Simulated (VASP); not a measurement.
Wanted: the native input for a VASP 6.6.1 run.

```
Task                               : single point
Functional                         : PBE0
Potentials or basis                : VASP PAW PBE potentials, release 64 (Sb)
Cutoff                             : 520 eV
k mesh                             : 6 × 6 × 6
Occupations                        : fermi-dirac, width 0.05 eV
Spin                               : no spin polarisation
Dipole correction                  : no
Grid for exact exchange (PRECFOCK) : Normal
Further INCAR settings             : ALGO = Normal; EDIFF = 1e-07; NBANDS = 8
```

The system is Sb.

```
Sb
1.0
     0.00000    2.41775    2.41775
     2.41775    0.00000    2.41775
     2.41775    2.41775    0.00000
Sb
1
Cartesian
  0.0000 0.0000 0.0000
```

One way to write it, as run:

POSCAR

```
Sb
1.0
    0.0000000000      2.4177492801      2.4177492801
    2.4177492801      0.0000000000      2.4177492801
    2.4177492801      2.4177492801      0.0000000000
Sb
1
Direct
    0.0000000000      0.0000000000      0.0000000000
```

INCAR.step1

```
SYSTEM = Sb
PREC     = Accurate       ! precision mode
ENCUT    = 520            ! plane-wave cutoff, eV
EDIFF    = 1E-5           ! SCF threshold, eV
ISMEAR   = -1             ! smearing method
SIGMA    = 0.05           ! smearing width, eV
LREAL    = .False.        ! projectors in reciprocal space
LASPH    = .True.         ! aspherical terms in the spheres
NELM     = 100            ! most SCF steps
ALGO     = Normal         ! electronic algorithm
ISIF     = 2              ! what is computed and relaxed
LWAVE    = .True.         ! write WAVECAR
LCHARG   = .False.        ! write CHGCAR
NBANDS   = 8              ! bands
GGA      = PE             ! functional
```

INCAR.step2

```
SYSTEM = Sb
PREC     = Accurate       ! precision mode
ENCUT    = 520            ! plane-wave cutoff, eV
EDIFF    = 1E-7           ! SCF threshold, eV
ISMEAR   = -1             ! smearing method
SIGMA    = 0.05           ! smearing width, eV
LREAL    = .False.        ! projectors in reciprocal space
LASPH    = .True.         ! aspherical terms in the spheres
NELM     = 100            ! most SCF steps
ALGO     = Normal         ! electronic algorithm
ISIF     = 2              ! what is computed and relaxed
LWAVE    = .False.        ! write WAVECAR
LCHARG   = .False.        ! write CHGCAR
GGA      = PE             ! functional
LHFCALC  = .True.         ! exact exchange
AEXX     = 0.25           ! exact-exchange fraction
PRECFOCK = Normal       
NBANDS   = 8              ! bands
ISTART   = 1
```

KPOINTS

```
regular mesh
0
Gamma
  6 6 6
  0 0 0
```

Potentials or basis: VASP PAW PBE potentials, release 64 (Sb).

Launch:

```bash
$ cat potpaw_PBE.64/Sb/POTCAR > POTCAR
$ cp INCAR.step1 INCAR
$ mpirun -np 1 vasp_std > vasp.out
$ cp INCAR.step2 INCAR
$ mpirun -np 1 vasp_std > vasp.out
```

It gave:

```
Pressure : -4.1 GPa
```

Caveat: the k points lie up to 0.38 Å⁻¹ apart; the PAW data sets were made with another functional, which shifts forces and pressure a little.

Run time: 6.2 min on 1 thread of AMD EPYC 7R13 Processor (Zen 3), with other jobs on the host, peak memory 0.13 GiB.
